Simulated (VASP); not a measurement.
Input of a VASP 6.6.1 run:

File INCAR:

```
SYSTEM = BAs
ALGO = Normal
EDIFF = 1E-6
ENCUT = 500
GGA = PS
GGA_COMPAT = .FALSE.
ISIF = 2
ISMEAR = 0
LASPH = .TRUE.
LCHARG = .TRUE.
LELF = .TRUE.
LREAL = .FALSE.
LVHAR = .TRUE.
LWAVE = .FALSE.
NBANDS = 11
NELM = 120
PREC = Accurate
SIGMA = 0.02
```

KPOINTS

```
k-points
0
G
  10 10 10
  0 0 0
```

File POSCAR:

```
BAs
1.0
    0.0000000000      2.4046158453      2.4046158453
    2.4046158453      0.0000000000      2.4046158453
    2.4046158453      2.4046158453      0.0000000000
B As
1 1
Direct
    0.0000000000      0.0000000000      0.0000000000
    0.2500000000      0.2500000000      0.2500000000
```

Potentials or basis: VASP PAW PBE potentials, release 64 (B, As).

Launch:

```sh
$ cat potpaw_PBE.64/B/POTCAR potpaw_PBE.64/As/POTCAR > POTCAR
$ mpirun -np 1 vasp_std > vasp.out
```

Q: Predict the band gap on the k mesh.

A: 1.10 eV (least direct gap 3.22 eV).

Q: Estimate the pressure.

A: -2.7 GPa.

Caveat: the PAW data sets were made with another functional, which shifts forces and pressure a little. A k mesh can miss the band edges.
